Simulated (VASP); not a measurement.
The system is KBr.

```
CELL_PARAMETERS angstrom
0.00000 3.38612 3.28217
3.38612 0.00000 3.28217
3.38612 3.38612 0.00000
ATOMIC_POSITIONS crystal
K 0.00000 0.00000 0.00000
Br 0.50000 0.50000 0.50000
```

This cell differs from its parent crystal: epitaxial xy strain +2.5%.

Program: VASP 6.6.1. Alike in all runs: task single point; potentials or basis VASP PAW PBE potentials, release 64 (K_sv, Br); no spin polarisation; cell as given; cutoff (eV) 520.

Problem. Order these runs on this cell by their band gap on the k mesh, lowest first.
A. level HSE06; k mesh 4 × 4 × 4; smearing gaussian 0.01 eV; grid for exact exchange (PRECFOCK) Normal; share of exact exchange 0.25; screening parameter 0.2079 1/Å
B. level r2SCAN; k mesh 6 × 6 × 6; smearing gaussian 0.01 eV
C. level PBE; k mesh 6 × 6 × 6; smearing fermi-dirac 0.02 eV

Solution. C (4.31 eV), B (4.94 eV), A (5.46 eV).
